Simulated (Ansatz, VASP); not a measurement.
# One calculation of Al, two programs

Contents of INCAR:

```
SYSTEM = Al
  PREC = Accurate
  ENCUT = 520
  EDIFF = 1E-7
  ISMEAR = 0
  SIGMA = 0.15
  LREAL = .FALSE.
  LASPH = .TRUE.
  NELM = 100
  ALGO = Fast
  ISIF = 2
  LWAVE = .FALSE.
  LCHARG = .FALSE.
  GGA = PS
  NBANDS = 8
```

The input KPOINTS:

```
regular mesh
0
G
  20 20 20
  0 0 0
```

The input POSCAR:

```
Al
1.0
   -1.5434821293      1.5434821293      1.5434821293
    1.5434821293     -1.5434821293      1.5434821293
    1.5434821293      1.5434821293     -1.5434821293
Al
1
Direct
    0.0000000000      0.0000000000      0.0000000000
```

Input for Ansatz:

```yaml
crystal:
  lattice:
    - [-1.5434821293, 1.5434821293, 1.5434821293]
    - [1.5434821293, -1.5434821293, 1.5434821293]
    - [1.5434821293, 1.5434821293, -1.5434821293]
  atoms:
    - { symbol: Al, position: [0.0, 0.0, 0.0] }
basis:
  ecutwfc: 420
kpoints:
  mp_grid: { grid: [20, 20, 20] }
hamiltonian:
  xc: pbesol
scf:
  occupations: { method: gaussian, width: 0.15 }
output:
  forces: true
  stress: true
  eigenvalues: true
```

Change from the starting cell: strain -0.030 along x and y, -0.030 along z, atoms carried along.

Alike in both runs: task single point; functional PBEsol; k mesh 20 × 20 × 20; occupations gaussian, width 0.15 eV; no spin polarisation.

|  | VASP | Ansatz |
| --- | --- | --- |
| version | VASP 6.6.1 | Ansatz 0.2.0 |
| potentials or method | VASP PAW PBE potentials, release 64 (Al), cutoff 520 eV | scalar-relativistic, plane waves, PAW |
| valence electrons in the cell | 3 | 3 |

```csv
,VASP,Ansatz,Ansatz less VASP
gap on the k mesh at the Fermi level (eV),none,none,-
pressure (GPa),11.4,11.3,-0.10
```

VASP's potentials were made for PBE, not for PBEsol. A gap of «none» marks a metal or a gap that the smearing closes.
